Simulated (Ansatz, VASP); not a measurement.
# Eu: VASP beside Ansatz

The input POSCAR:

```
Eu
1.0
   -2.3182521001      2.3182521001      2.3182521001
    2.3182521001     -2.3182521001      2.3182521001
    2.3182521001      2.3182521001     -2.3182521001
Eu
1
Direct
    0.0000000000      0.0000000000      0.0000000000
```

INCAR.step1

```
SYSTEM = Eu
PREC     = Accurate       ! precision mode
ENCUT    = 520            ! plane-wave cutoff, eV
ISMEAR   = -1             ! smearing method
SIGMA    = 0.05           ! smearing width, eV
LREAL    = .FALSE.        ! projectors in reciprocal space
LASPH    = .TRUE.         ! aspherical terms in the spheres
NELM     = 150            ! most SCF steps
ISPIN    = 2              ! spin polarisation
MAGMOM   = 7              ! initial moments
LMAXMIX  = 6              ! l up to which the mixer works
NBANDS   = 18             ! bands
GGA      = PE             ! functional
ALGO     = Normal         ! electronic algorithm
EDIFF    = 1E-4           ! SCF threshold, eV
LWAVE    = .TRUE.         ! write WAVECAR
LCHARG   = .FALSE.        ! write CHGCAR
```

The input INCAR.step2:

```
SYSTEM = Eu
PREC     = Accurate       ! precision mode
ENCUT    = 520            ! plane-wave cutoff, eV
EDIFF    = 1E-6           ! SCF threshold, eV
ISMEAR   = -1             ! smearing method
SIGMA    = 0.05           ! smearing width, eV
LREAL    = .FALSE.        ! projectors in reciprocal space
LASPH    = .TRUE.         ! aspherical terms in the spheres
NELM     = 150            ! most SCF steps
ALGO     = Normal         ! electronic algorithm
ISIF     = 2              ! what is computed and relaxed
LWAVE    = .FALSE.        ! write WAVECAR
LCHARG   = .TRUE.         ! write CHGCAR
ISPIN    = 2              ! spin polarisation
MAGMOM   = 7              ! initial moments
LORBIT   = 11             ! projections on sites
LMAXMIX  = 6              ! l up to which the mixer works
METAGGA  = R2SCAN         ! meta-GGA
LMIXTAU  = .TRUE.       
LELF     = .TRUE.         ! ELF
LVHAR    = .TRUE.       
NBANDS   = 18             ! bands
ISTART   = 1
```

KPOINTS

```
Automatic mesh
0
G
  8 8 8
  0 0 0
```

input.yaml

```yaml
crystal:
  lattice:
    - [-2.3182521001, 2.3182521001, 2.3182521001]
    - [2.3182521001, -2.3182521001, 2.3182521001]
    - [2.3182521001, 2.3182521001, -2.3182521001]
  atoms:
    - { symbol: Eu, position: [0.0, 0.0, 0.0], spin: 7.0 }
hamiltonian:
  xc: r2scan
  pseudopotentials: { kind: paw }
magnetization:
  spin_polarized: true
kpoints:
  mp_grid: { grid: [8, 8, 8] }
scf:
  occupations: { method: fermi_dirac, width: 0.05 }
output:
  forces: true
  stress: true
  eigenvalues: true
  write_density: true
  write_potential: true
  elf: true
  volumetric_format: npy
```

Alike in both runs: task single point; functional r2SCAN; k mesh 8 × 8 × 8; occupations fermi-dirac, width 0.05 eV; collinear spin.

|  | VASP | Ansatz |
| --- | --- | --- |
| version | VASP 6.6.1 | Ansatz 0.2.0 |
| potentials or method | VASP PAW PBE potentials, release 64 (Eu) | Ansatz PAW |
| plane-wave cutoff (eV) | 520 | 500 |
| valence electrons in the cell | 17 | 17 |

```csv
,VASP,Ansatz,Ansatz less VASP
gap on the k mesh at the Fermi level (eV),none,none,-
pressure (GPa),-1.7,-1.4,+0.36
net moment per atom (μB),7.72,7.74,+0.018
size of the moment on the site where the two differ most (μB),6.70,7.28,+0.581
```

VASP's potentials were made for PBE, not for r2SCAN. Site moments also hang on the region over which each program counts them. A gap of «none» marks a metal or a gap that the smearing closes.

Spin-orbit coupling is off throughout. Noted on Ansatz's run: the magnetic or orbital state may not be the lowest.
